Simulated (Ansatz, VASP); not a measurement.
**One calculation of Mg2SO, two programs**

```xyz
4
Lattice="1.6531 0.9544 5.4420 -1.6531 0.9544 5.4420 0.0000 -1.9088 5.4420" Properties=species:S:1:pos:R:3 pbc="T T T"
O     1.6531    0.9544    5.4420
S     0.0000    0.0000    8.1629
Mg    0.0000    0.0000    4.2718
Mg    0.0000    0.0000   12.0540
```

Alike in both runs: task single point; functional r2SCAN; k mesh 8 × 8 × 8; no spin polarisation.

|  | VASP | Ansatz |
| --- | --- | --- |
| version | VASP 6.6.1 | Ansatz 0.2.0 |
| potentials or method | VASP PAW PBE potentials, release 64 (O, S, Mg) | plane waves, PAW |
| plane-wave cutoff (eV) | 520 | 500 |
| occupations | gaussian, width 0.01 eV | fixed |
| valence electrons in the cell | 16 | 32 |

|  | VASP | Ansatz | Ansatz less VASP |
| --- | --- | --- | --- |
| gap on the k mesh at the Fermi level (eV) | 1.69 | 1.72 | +0.035 |
| pressure (GPa) | 2.8 | 3.5 | +0.72 |
| traceless stress, the component that is largest in VASP (GPa) | 0.10 | 0.05 | -0.042 |
| rms of the force components (eV/Å) | 0.024 | 0.028 | +0.0036 |

VASP's potentials were made for PBE, not for r2SCAN. Atom by atom the forces differ by 0.004 eV/Å (rms over components). VASP's potentials hold 16 valence electrons a cell and Ansatz's 32, so a difference there can come from the potentials and not from the codes.
